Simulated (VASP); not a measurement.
Fe3Co:

```
CELL_PARAMETERS angstrom
4.02358 0.00000 0.00000
0.00000 4.02358 0.00000
0.00000 0.00000 2.82771
ATOMIC_POSITIONS crystal
Fe 0.50000 0.50000 0.00000
Fe 0.50000 0.00000 0.50000
Fe 0.00000 0.50000 0.50000
Co 0.00000 0.00000 0.00000
```

Base run:

| Item | Value |
| --- | --- |
| Program | VASP 6.6.1 |
| Functional | r2SCAN |
| Potentials or basis | VASP PAW PBE potentials, release 64 (Fe, Co) |
| Cutoff | 520 eV |
| k mesh | 6 × 6 × 8 |
| Occupations | gaussian, width 0.1 eV |
| Spin | collinear spin, ferromagnetic start |
| Starting moments | [2.96, 3.16, 3.16, 2.11] μB |

Its results: pressure -0.1 GPa; net moment 9.73 μB per cell; site moments Fe +2.60, +2.79 (each value once); Co +1.81 μB.

Problem. The run is repeated on the same cell with these changes: k mesh from 6 × 6 × 8 to 6 × 6 × 6; further incar settings from ALGO = Normal; EDIFF = 1e-06; NBANDS = 28 to ALGO = Normal; EDIFF = 1e-07; NBANDS = 28. What comes out?

Solution. Pressure 0.8 GPa; net moment 9.84 μB per cell; site moments Fe +2.64, +2.81 (each value once); Co +1.82 μB.

Caveats: some runs use coarse meshes; the PAW data sets were made with another functional, which shifts forces and pressure a little.
